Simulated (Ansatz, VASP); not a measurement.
Cu: VASP beside Ansatz

File INCAR:

```
SYSTEM = Cu
ALGO = Normal
EDIFF = 1E-7
ENCUT = 520
ISIF = 2
ISMEAR = 1
LASPH = .TRUE.
LCHARG = .FALSE.
LREAL = .FALSE.
LWAVE = .FALSE.
NBANDS = 12
NELM = 80
PREC = Accurate
SIGMA = 0.1
```

The input KPOINTS:

```
k-points
0
G
  15 15 15
  0 0 0
```

The input POSCAR:

```
Cu
1.0
    0.0000000000      1.7588202533      1.7588202533
    1.7588202533      0.0000000000      1.7588202533
    1.7588202533      1.7588202533      0.0000000000
Cu
1
Direct
    0.0000000000      0.0000000000      0.0000000000
```

Input for Ansatz:

```yaml
crystal:
  lattice:
    - [0.0, 1.7588202533, 1.7588202533]
    - [1.7588202533, 0.0, 1.7588202533]
    - [1.7588202533, 1.7588202533, 0.0]
  atoms:
    - { symbol: Cu, position: [0.0, 0.0, 0.0] }
hamiltonian:
  xc: lda
  pseudopotentials:
    kind: paw
    azcp:
      Cu: "pseudopotentials/Cu.paw.azcp"
basis:
  ecutwfc: 420
  fft_grid_basis: typed
kpoints:
  mp_grid: { grid: [15, 15, 15], shift: [0, 0, 0] }
magnetization:
  spin_polarized: false
scf:
  occupations: { method: methfessel_paxton, width: 0.1 }
  lower_state_search: "off"
output:
  stress: true
  write_density: true
  write_potential: true
  elf: true
  volumetric_format: npy
```

Alike in both runs: task single point; functional LDA; k mesh 15 × 15 × 15; occupations methfessel-paxton of order 1, width 0.1 eV; no spin polarisation.

```csv
,VASP,Ansatz
version,VASP 6.6.1,Ansatz 0.2.0
potentials or method,"VASP PAW LDA potentials, release 64 (Cu), cutoff 520 eV","plane waves (420 eV) with PAW, scalar-relativistic"
valence electrons in the cell,11,19
```

```tsv
	VASP	Ansatz	Ansatz less VASP
pressure (GPa)	0.7	-0.1	-0.83
```

Ansatz warns that its potentials were made for another functional, while VASP's fit it. LDA's correlation is that of Perdew and Zunger in VASP and of Perdew and Wang (1992) in Ansatz. VASP's potentials hold 11 valence electrons a cell and Ansatz's 19, so a difference there can come from the potentials and not from the codes.
